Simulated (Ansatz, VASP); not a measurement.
# One calculation of SiF, two programs

```
Si F
1.0
     3.98601    0.00000    0.00000
     0.00000    6.62006    0.00000
     0.00000    0.00000    6.39698
Si F
4 4
Direct
  0.00000 0.81751 0.07726
  0.50000 0.68249 0.92274
  0.50000 0.31751 0.92274
  0.00000 0.18249 0.07726
  0.00000 0.74442 0.31995
  0.50000 0.75558 0.68005
  0.50000 0.24442 0.68005
  0.00000 0.25558 0.31995
```

Alike in both runs: functional PBE; k mesh 4 × 3 × 3; occupations gaussian, width 0.2 eV; no spin polarisation.

Ansatz relaxed the structure, and its values are those at the end. VASP's run is a single point on that final structure, the one shown.

```csv
,VASP,Ansatz
version,VASP 6.6.1,Ansatz 0.2.0
potentials or method,"VASP PAW PBE potentials, release 64 (Si, F), cutoff 520 eV","scalar-relativistic, plane waves, PAW"
valence electrons in the cell,44,44
```

Ansatz gave:

| Quantity | Value |
| --- | --- |
| gap on the k mesh at the Fermi level (eV) | 0.52 |
| least direct gap on the mesh (eV) | 0.52 |
| pressure (GPa) | 0.1 |
| rms of the force components (eV/Å) | 0.043 |

Which values does VASP return?

gap on the k mesh at the Fermi level (eV): 0.52; least direct gap on the mesh (eV): 0.52; pressure (GPa): 0.4; rms of the force components (eV/Å): 0.154.

One of these differences is far larger than is usual between the two programs; its cause wasn't traced.
